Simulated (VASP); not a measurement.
Input of a VASP 6.6.1 run:

Contents of INCAR:

```
PREC     = Accurate       # precision mode
ENCUT    = 600            # plane-wave cutoff, eV
EDIFF    = 1E-6           # SCF threshold, eV
ISMEAR   = 0              # smearing method
SIGMA    = 0.1            # smearing width, eV
LREAL    = F              # projectors in reciprocal space
LASPH    = T              # aspherical terms in the spheres
NELM     = 80             # most SCF steps
ALGO     = Normal         # electronic algorithm
ISIF     = 3              # what is computed and relaxed
LWAVE    = F              # write WAVECAR
LCHARG   = F              # write CHGCAR
GGA      = PE             # functional
IBRION   = 2              # ionic algorithm
NSW      = 90             # ionic steps
EDIFFG   = -0.04          # ionic threshold
```

KPOINTS

```
regular mesh
0
Gamma
  6 6 4
```

The input POSCAR:

```
InBS2
1.0
    3.6613954300      0.0000000000      0.0000000000
   -1.8306977200      3.1708614600      0.0000000000
    0.0000000000      0.0000000000      5.6751629200
In B S
1 1 2
Direct
    0.0000000000      0.0000000000      0.5000000000
    0.0000000000      0.0000000000      0.0000000000
    0.3333333300      0.6666666700      0.2500000000
    0.6666666700      0.3333333300      0.7500000000
```

Potentials or basis: VASP PAW PBE potentials, release 64 (In_d, B, S).

Launch:

```console
$ cat potpaw_PBE.64/In_d/POTCAR potpaw_PBE.64/B/POTCAR potpaw_PBE.64/S/POTCAR > POTCAR
$ mpirun -np 1 vasp_std > vasp.out
```

Q: What does it give for the relaxed volume?

A: 16.83 Å³/atom.

Q: Estimate the band gap on the k mesh.

A: Zero (band 14 reaches 7.26 eV, above the bottom of band 15 at 6.61 eV).

Q: What does it give for the space group after relaxing (to 0.05 Å)?

A: P-3m1 (No. 164).

Q: Estimate the relaxed cell.

A: a = 3.124 Å, b = 3.124 Å, c = 7.969 Å, α = 90.00°, β = 90.00°, γ = 120.00°.

Forces on the atoms (eV/Å):
```
In   0.000  0.000  0.000
B    0.000  0.000  0.000
S    0.000  0.000 -0.012
S    0.000  0.000  0.012
```

Caveat: spin-orbit coupling is left out, which moves the levels of the heavy elements.
